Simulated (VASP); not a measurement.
# Al2O3 (R-3c) in VASP: settings compared, part 2 of 2

VASP 6.6.1.

### 3 Single point, PBE (uniaxial z strain +3.0%)

INCAR

```
SYSTEM = Al2O3
ALGO = Normal ; EDIFF = 1E-6
ENCUT = 520 ; GGA = PE
ISIF = 2 ; ISMEAR = -1
LASPH = .TRUE. ; LCHARG = .TRUE.
LELF = .TRUE. ; LREAL = .FALSE.
LVHAR = .TRUE. ; LWAVE = .FALSE.
NBANDS = 35 ; NELM = 80
PREC = Accurate ; SIGMA = 0.02
```

KPOINTS

```
k-points
0
G
  6 6 6
  0 0 0
```

POSCAR

```
Al2O3
1.0
    2.3793614130      1.3737249523      4.4615418082
   -2.3793614130      1.3737249523      4.4615418082
    0.0000000000     -2.7474499046      4.4615418082
Al O
4 6
Direct
    0.8511485239      0.8511485239      0.8511485239
    0.3511485239      0.3511485239      0.3511485239
    0.1488514761      0.1488514761      0.1488514761
    0.6488514761      0.6488514761      0.6488514761
    0.4431093499      0.0568906501      0.7500000000
    0.0568906501      0.7500000000      0.4431093499
    0.5568906501      0.9431093499      0.2500000000
    0.2500000000      0.5568906501      0.9431093499
    0.9431093499      0.2500000000      0.5568906501
    0.7500000000      0.4431093499      0.0568906501
```

Potentials or basis: VASP PAW PBE potentials, release 64 (Al, O).

Started as:

```console
> cat potpaw_PBE.64/Al/POTCAR potpaw_PBE.64/O/POTCAR > POTCAR
> mpirun -np 1 vasp_std > vasp.out
```

OUTCAR:

```text
SYSTEM = Al2O3
   EDIFF = 1E-6
   ENCUT = 520
   GGA = PE
   ISIF = 2
   ISMEAR = -1
   LASPH = .TRUE.
   LREAL = .FALSE.
   NELM = 80
   PREC = Accurate

 ion  position               nearest neighbor table
   1  0.851  0.851  0.851-   8 1.87   7 1.87   9 1.87   5 1.99   6 1.99  10 1.99   4 2.71   3 2.79
                             3 2.79   3 2.79   4 3.26   4 3.26   4 3.26
   2  0.351  0.351  0.351-   6 1.87   5 1.87  10 1.87   7 1.99   9 1.99   8 1.99   3 2.71   4 2.79
                             4 2.79   4 2.79   3 3.26   3 3.26   3 3.26
   3  0.149  0.149  0.149-  10 1.87   5 1.87   6 1.87   7 1.99   9 1.99   8 1.99   2 2.71   1 2.79
                             1 2.79   1 2.79   2 3.26   2 3.26   2 3.26
   4  0.649  0.649  0.649-   9 1.87   7 1.87   8 1.87   5 1.99   6 1.99  10 1.99   1 2.71   2 2.79
                             2 2.79   2 2.79   1 3.26   1 3.26   1 3.26
   5  0.443  0.057  0.750-   2 1.87   3 1.87   1 1.99   4 1.99
   6  0.057  0.750  0.443-   2 1.87   3 1.87   1 1.99   4 1.99
   7  0.557  0.943  0.250-   1 1.87   4 1.87   3 1.99   2 1.99
   8  0.250  0.557  0.943-   1 1.87   4 1.87   3 1.99   2 1.99
   9  0.943  0.250  0.557-   4 1.87   1 1.87   3 1.99   2 1.99
  10  0.750  0.443  0.057-   3 1.87   2 1.87   1 1.99   4 1.99

  LATTYP: Found a trigonal (rhomboedric) cell.
 ALAT       =     5.2396408545
 COS(alpha) =     0.5875723396

  Lattice vectors:

 A1 = (   2.3793614130,   1.3737249523,   4.4615418082)
 A2 = (  -2.3793614130,   1.3737249523,   4.4615418082)
 A3 = (   0.0000000000,  -2.7474499046,   4.4615418082)

Analysis of symmetry for initial positions (statically):
=====================================================================
 Subroutine PRICEL returns:
 Original cell was already a primitive cell.

 Routine SETGRP: Setting up the symmetry group for a
 trigonal (rhombohedral) supercell.

 Subroutine GETGRP returns: Found 12 space group operations
 (whereof  6 operations were pure point group operations)
 out of a pool of 12 trial point group operations.
[... 154 lines left out ...]
  volume/ion in A,a.u.               =       8.75        59.05
  Fermi-wavevector in a.u.,A,eV,Ry     =   1.340159  2.532534 24.436432  1.796027
  Thomas-Fermi vector in A             =   2.468494
   LORBIT       =      0    0 simple, 1 ext, 2 COOP (PROOUT), +10 PAW based schemes
   GGA     = PE    functional components
   LHFCALC =     F    Hartree Fock is set to
   AEXX    =    0.0000 exact exchange contribution
   IVDW    =     0    specifies the selected vdW correction
   LEPSILON=     F    determine dielectric tensor
   LRPA    =     F    only Hartree local field effects (RPA)
 non-spin polarized calculation
  energy-cutoff  :      520.00
  volume of cell :       87.50
 maximum number of plane-waves:      2373
   NGX = 19   NGY = 19   NGZ = 19

 number of electron      48.0000000 magnetization

 Free energy of the ion-electron system (eV)
  ---------------------------------------------------
  ext. energy  EPLUGINS =         0.00000000
  ---------------------------------------------------
  free energy    TOTEN  =       -74.75056981 eV

  energy without entropy =      -74.75056981  energy(sigma->0) =      -74.75056981

 E-fermi :   6.3703     XC(G=0): -11.5399

 val. band max:        5.8656537127   @ k =   0.0000   0.0000   0.0000
 cond. band min:      11.6897659805   @ k =   0.0000   0.0000   0.0000
 fundamental gap:      5.8241122678
 Fermi energy:         6.3703337609

 k-point     1 :       0.0000    0.0000    0.0000
  band No.  band energies     occupation
      1     -13.2267      2.00000
      2     -11.1201      2.00000
      3     -10.6999      2.00000
      4     -10.6999      2.00000
      5     -10.4141      2.00000
      6     -10.4141      2.00000
[... 901 lines left out ...]
     34      19.0455      0.00000
     35      19.1980      0.00000

 [... further k-points ...]
[... 5 lines left out ...]
  --------------------------------------------------------------------------------------
  -------------------------------------------------------------------------------------
  Total        2.2534528      2.2534528     -3.8437095     -0.0000000     -0.0000000     -0.0000000
  in kB       41.2631746     41.2631746    -70.3825050     -0.0000000     -0.0000000     -0.0000000
  external PRESSURE =       4.0479481 kB  Pullay stress =       0.0000000 kB

 VOLUME and BASIS-vectors are now :
 -----------------------------------------------------------------------------
  energy-cutoff  :      520.00
  volume of cell :       87.50
      direct lattice vectors                 reciprocal lattice vectors
     2.379361413  1.373724952  4.461541808     0.210140417  0.121324626  0.074712588
    -2.379361413  1.373724952  4.461541808    -0.210140417  0.121324626  0.074712588
     0.000000000 -2.747449905  4.461541808     0.000000000 -0.242649253  0.074712588

 POSITION                                       TOTAL-FORCE (eV/Angst)
 -----------------------------------------------------------------------------------
      0.00000      0.00000     11.39230         0.000000     -0.000000      0.019308
      0.00000      0.00000      4.69999         0.000000     -0.000000      0.019308
      0.00000      0.00000      1.99232         0.000000     -0.000000     -0.019308
      0.00000      0.00000      8.68463         0.000000     -0.000000     -0.019308
      0.91895     -1.37372      5.57693        -0.019151     -0.000000     -0.000000
     -1.64916     -0.10897      5.57693         0.009575      0.016585     -0.000000
     -0.91895      1.37372      7.80770         0.019151     -0.000000     -0.000000
     -0.73020     -1.48270      7.80770        -0.009575      0.016585     -0.000000
      1.64916      0.10897      7.80770        -0.009575     -0.016585     -0.000000
      0.73020      1.48270      5.57693         0.009575     -0.016585     -0.000000
 -----------------------------------------------------------------------------------
    total drift:                               -0.000000      0.000000      0.000000

  FREE ENERGIE OF THE ION-ELECTRON SYSTEM (eV)
  ---------------------------------------------------
  free  energy   TOTEN  =       -74.7505698101 eV

  energy  without entropy=      -74.7505698101  energy(sigma->0) =      -74.75056981
```

OSZICAR:

```text
N       E                     dE             d eps       ncg     rms          rms(c)
DAV:   1     0.226402846708E+03    0.22640E+03   -0.25199E+04  2240   0.130E+03
DAV:   2    -0.696927523156E+02   -0.29610E+03   -0.28656E+03  2870   0.286E+02
DAV:   3    -0.826022529416E+02   -0.12910E+02   -0.12864E+02  2895   0.606E+01
DAV:   4    -0.827024481139E+02   -0.10020E+00   -0.10013E+00  2824   0.618E+00
DAV:   5    -0.827037135181E+02   -0.12654E-02   -0.12652E-02  2787   0.691E-01    0.174E+01
DAV:   6    -0.746731966386E+02    0.80305E+01   -0.28445E+01  2735   0.283E+01    0.589E+00
DAV:   7    -0.747274389735E+02   -0.54242E-01   -0.90256E-01  2741   0.457E+00    0.328E+00
DAV:   8    -0.747463281383E+02   -0.18889E-01   -0.89942E-02  2674   0.229E+00    0.694E-01
DAV:   9    -0.747499450285E+02   -0.36169E-02   -0.23349E-02  2904   0.814E-01    0.312E-01
DAV:  10    -0.747506116562E+02   -0.66663E-03   -0.86259E-04  2517   0.174E-01    0.712E-02
DAV:  11    -0.747505671897E+02    0.44466E-04   -0.36966E-04  2856   0.108E-01    0.209E-02
DAV:  12    -0.747505704653E+02   -0.32755E-05   -0.21062E-05  2618   0.272E-02    0.640E-03
DAV:  13    -0.747505698101E+02    0.65516E-06   -0.40049E-06  2792   0.110E-02
   1 F= -.74750570E+02 E0= -.74750570E+02  d E =-.253005E-12
```

stdout:

```text
POSCAR found type information on POSCAR AlO
 POSCAR found :  2 types and      10 ions
 scaLAPACK will be used
 LDA part: xc-table for (Slater+PW92), standard interpolation
 POSCAR, INCAR and KPOINTS ok, starting setup
 FFT: planning ... GRIDC
 FFT: planning ... GRID_SOFT
 FFT: planning ... GRID
 WAVECAR not read
 entering main loop
```

It took 87 s on 1 thread of Intel Xeon Platinum 8488C (Sapphire Rapids), shared host; peak memory 0.25 GiB.

What came out:

| Quantity | Value |
| --- | --- |
| Free energy | -74.7506 eV |
| Pressure | 0.4 GPa |
| Largest force | 0.019 eV/Å |
| Band gap on the k mesh | 5.82 eV, direct |

Forces on the atoms (eV/Å):
```
Al   0.000  0.000  0.019
Al   0.000  0.000  0.019
Al   0.000  0.000 -0.019
Al   0.000  0.000 -0.019
O   -0.019  0.000  0.000
O    0.010  0.017  0.000
O    0.019  0.000  0.000
O   -0.010  0.017  0.000
O   -0.010 -0.017  0.000
O    0.010 -0.017  0.000
```

Stress tensor (GPa, compression positive):
```
 4.13  0.00  0.00
 0.00  4.13  0.00
 0.00  0.00 -7.04
```

Caveat: the cell differs from its parent crystal (uniaxial z strain +3.0%).

### 4 Single point, r2SCAN (uniaxial z strain +3.0%)

POSCAR is that of step 3.

INCAR.step1

```
ALGO = Normal
EDIFF = 1E-4
ENCUT = 520
GGA = PE
ISMEAR = 0
LASPH = T
LCHARG = F
LREAL = F
LWAVE = T
NBANDS = 35
NELM = 100
PREC = Accurate
SIGMA = 0.01
```

INCAR.step2

```
ALGO = Normal
EDIFF = 1E-7
ENCUT = 520
ISIF = 2
ISMEAR = 0
ISTART = 1
LASPH = T
LCHARG = F
LMIXTAU = T
LREAL = F
LWAVE = F
METAGGA = R2SCAN
NBANDS = 35
NELM = 100
PREC = Accurate
SIGMA = 0.01
```

KPOINTS

```
k-points
0
Gamma
  6 6 6
```

Started as:

```console
> cat potpaw_PBE.64/Al/POTCAR potpaw_PBE.64/O/POTCAR > POTCAR
> cp INCAR.step1 INCAR
> mpirun -np 1 vasp_std > vasp.out
> cp INCAR.step2 INCAR
> mpirun -np 1 vasp_std > vasp.out
```

It took 4 min on 1 thread of Intel Xeon Platinum 8488C (Sapphire Rapids), shared host; peak memory 0.28 GiB.

Results (log left out):

```
Free energy            : -96.1483 eV
Pressure               : -7.4 GPa
Largest force          : 0.018 eV/Å
Band gap on the k mesh : 6.75 eV, direct
```

Forces in eV/Å, atoms in the order of the input:
```
Al   0.000  0.000 -0.018
Al   0.000  0.000 -0.018
Al   0.000  0.000  0.018
Al   0.000  0.000  0.018
O    0.011  0.000  0.000
O   -0.005 -0.009  0.000
O   -0.011  0.000  0.000
O    0.005 -0.009  0.000
O    0.005  0.009  0.000
O   -0.005  0.009  0.000
```

Stress tensor (GPa, compression positive):
```
 -3.58   0.00   0.00
  0.00  -3.58   0.00
  0.00   0.00 -15.02
```

Levels at points of the mesh, in eV from the valence-band top:
```tsv
k point	band 21	band 22	band 23	band 24	band 25	band 26	band 27	band 28
(0.00, 0.00, 0.00)	-0.48	-0.23	0.00	0.00	6.75	10.08	11.44	11.89
(0.50, 0.00, 0.00)	-0.93	-0.93	-0.36	-0.36	10.02	10.02	10.30	10.30
(0.50, 0.50, 0.00)	-1.01	-0.89	-0.88	-0.33	10.20	10.61	10.68	11.13
(0.50, 0.50, 0.50)	-0.32	-0.32	-0.32	-0.32	9.39	9.39	11.84	11.84
```

Caveat: the cell differs from its parent crystal (uniaxial z strain +3.0%); the PAW data sets were made with another functional, which shifts forces and pressure a little.

### 5 The runs side by side

| level | cell | smearing | gap on the mesh (eV) | pressure (GPa) | largest force (eV/Å) |
| --- | --- | --- | --- | --- | --- |
| PBE | a = 5.203 Å, angles 54.4°, 10 atoms | fermi-dirac 0.02 eV | 5.98 | 2.6 | 0.02 |
| PBE | a = 5.240 Å, angles 54.0°, 10 atoms | fermi-dirac 0.02 eV | 5.82 | 0.4 | 0.02 |
| r2SCAN | a = 5.240 Å, angles 54.0°, 10 atoms | gaussian 0.01 eV | 6.75 | -7.4 | 0.02 |

Alike in all rows: task single point; potentials or basis VASP PAW PBE potentials, release 64 (Al, O); no spin polarisation; k mesh 6 × 6 × 6; cutoff (eV) 520.

Caveats: the PAW data sets were made with another functional, which shifts forces and pressure a little (some runs).

Total energies depend on the potentials used, so only differences within one code and one set of settings carry meaning.
